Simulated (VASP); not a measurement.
Here is a VASP 6.6.1 calculation.

File INCAR:

```
SYSTEM = Bi
PREC = Accurate
ENCUT = 520
EDIFF = 1E-6
ISMEAR = 0
SIGMA = 0.02
LREAL = .False.
LASPH = .True.
NELM = 80
ALGO = Normal
ISIF = 2
LWAVE = .False.
LCHARG = .True.
LDIPOL = .True.
IDIPOL = 3
DIPOL = 0.5 0.5 0.500
GGA = PE
LELF = .True.
LVHAR = .True.
LVACPOTAV = .True.
NBANDS = 22
```

Contents of KPOINTS:

```
Automatic mesh
0
Gamma
  9 9 1
  0 0 0
```

POSCAR

```
Bi
1.0
    4.2090000000      0.0000000000      0.0000000000
   -2.1045000000      3.6451009245      0.0000000000
    0.0000000000      0.0000000000     28.0000000000
Bi
2
Direct
    0.3333333333      0.6666666667      0.5462142857
    0.6666666667      0.3333333333      0.4537857143
```

Potentials or basis: VASP PAW PBE potentials, release 64 (Bi_d).

The run is started by

```console
$ cat potpaw_PBE.64/Bi_d/POTCAR > POTCAR
$ mpirun -np 1 vasp_std > vasp.out
```

Task: Predict the band gap on the k mesh.

Result: Zero (bands 15 and 16 overlap by 1.50 eV).

Task: Predict the largest force.

Result: 1.901 eV/Å.

Forces in eV/Å, atoms in the order of the input:
```
Bi   0.000  0.000 -1.901
Bi   0.000  0.000  1.901
```

Caveat: spin-orbit coupling is left out, which moves the levels of the heavy elements.
